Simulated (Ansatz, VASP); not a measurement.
Two plane-wave programs on MgTl2O2

```xyz
5
Lattice="3.8989 0.0000 0.0000 -1.9495 3.3766 0.0000 0.0000 0.0000 7.2215" Properties=species:S:1:pos:R:3 pbc="T T T"
Mg    0.0000    0.0000    0.0000
Tl    0.0000    2.2510    5.0915
Tl    1.9495    1.1255    2.1300
O     0.0000    2.2510    2.7594
O     1.9495    1.1255    4.4621
```

Alike in both runs: task relaxation of cell and atoms; functional PBE; k mesh 12 × 12 × 6; occupations gaussian, width 0.02 eV; no spin polarisation.

```csv
,VASP,Ansatz
version,VASP 6.6.1,Ansatz 0.2.0
potentials or method,"VASP PAW PBE potentials, release 64 (Mg, Tl_d, O), cutoff 600 eV","scalar-relativistic, plane waves, PAW"
valence electrons in the cell,40,48
```

Ansatz gave:

- gap on the k mesh at the Fermi level, each at its own relaxed structure (eV): 0.28
- relaxed volume (Å³/atom): 19.04
- relaxed length of the cell vector where the two differ most in proportion (Å): 7.236

Q: Which values does VASP return?

A: gap on the k mesh at the Fermi level, each at its own relaxed structure (eV): 0.27; relaxed volume (Å³/atom): 18.99; relaxed length of the cell vector where the two differ most in proportion (Å): 7.222.

VASP's potentials hold 40 valence electrons a cell and Ansatz's 48, so a difference there can come from the potentials and not from the codes.

Neither program's run includes spin-orbit coupling.
